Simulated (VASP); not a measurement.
A run of VASP 6.6.1 is set up as follows.

The input INCAR:

```
SYSTEM = Rh
PREC = Accurate
ENCUT = 520
EDIFF = 1E-7
ISMEAR = -1
SIGMA = 0.1
LREAL = .FALSE.
LASPH = .TRUE.
NELM = 100
ALGO = Normal
ISIF = 2
LWAVE = .FALSE.
LCHARG = .TRUE.
GGA = B5
ALDAX = 1.0
AGGAX = 1.0
AGGAC = 1.0
ALDAC = 0.0
LELF = .TRUE.
LVHAR = .TRUE.
NBANDS = 22
```

The input KPOINTS:

```
regular mesh
0
G
  11 11 11
  0 0 0
```

File POSCAR:

```
Rh
1.0
    0.0000000000      2.7699117919      2.7699117919
    2.7699117919      0.0000000000      2.7699117919
    2.7699117919      2.7699117919      0.0000000000
Rh
2
Direct
    0.1250000000      0.1250000000      0.1250000000
    0.8750000000      0.8750000000      0.8750000000
```

Potentials or basis: VASP PAW PBE potentials, release 64 (Rh_pv).

Launch:

```console
$ cat potpaw_PBE.64/Rh_pv/POTCAR > POTCAR
$ mpirun -np 1 vasp_std > vasp.out
```

Question: Estimate the band gap on the k mesh.

Answer: Zero (bands 15 and 16 overlap by 1.09 eV).

Question: Estimate the pressure.

Answer: 5.3 GPa.

Caveat: the cell stands under pressure; the PAW data sets were made with another functional, which shifts forces and pressure a little.
